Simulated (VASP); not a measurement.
Al2Cu, 6 atoms in the cell. Symmetry: I4/mcm, No. 140, tetragonal system. Conventional cell: a = 5.933 Å, b = 5.933 Å, c = 4.785 Å, α = 90.00°, β = 90.00°, γ = 90.00°. Al (site symmetry m2m) has 4 Cu at 2.53 Å and 11 Al at 2.68 to 3.15 Å within 3.3 Å. Cu (site symmetry 422) has 2 Cu at 2.39 Å and 8 Al at 2.53 Å within 3.2 Å. 

| Property | Result |
| --- | --- |
| Program | VASP 6.6.1 |
| Task | relaxation of cell and atoms |
| Functional | LDA |
| Potentials or basis | VASP PAW LDA potentials, release 64 (Al, Cu) |
| Cutoff | 600 eV |
| k mesh | 10 × 10 × 10 |
| Occupations | fermi-dirac, width 0.15 eV |
| Spin | no spin polarisation |
| Dipole correction | no |
| Further INCAR settings | ALGO = Fast; EDIFF = 1e-06; IBRION = 2; EDIFFG = -0.001; NSW = 80; ISIF = 3 |

Potentials or basis: VASP PAW LDA potentials, release 64 (Al, Cu).

Command:

```sh
$ cat potpaw_LDA.64/Al/POTCAR potpaw_LDA.64/Cu/POTCAR > POTCAR
$ mpirun -np 1 vasp_std > vasp.out
```

Hardware: 1 thread of Intel(R) Xeon(R) Platinum 8488C (Sapphire Rapids) (shared host).

Problem. Estimate the wall time of this run.

Solution. Run time: 37 min on 1 thread of Intel(R) Xeon(R) Platinum 8488C (Sapphire Rapids), on a shared host, peak memory 0.37 GiB. Counts: scf iterations 181, k points 102, ion steps 61.
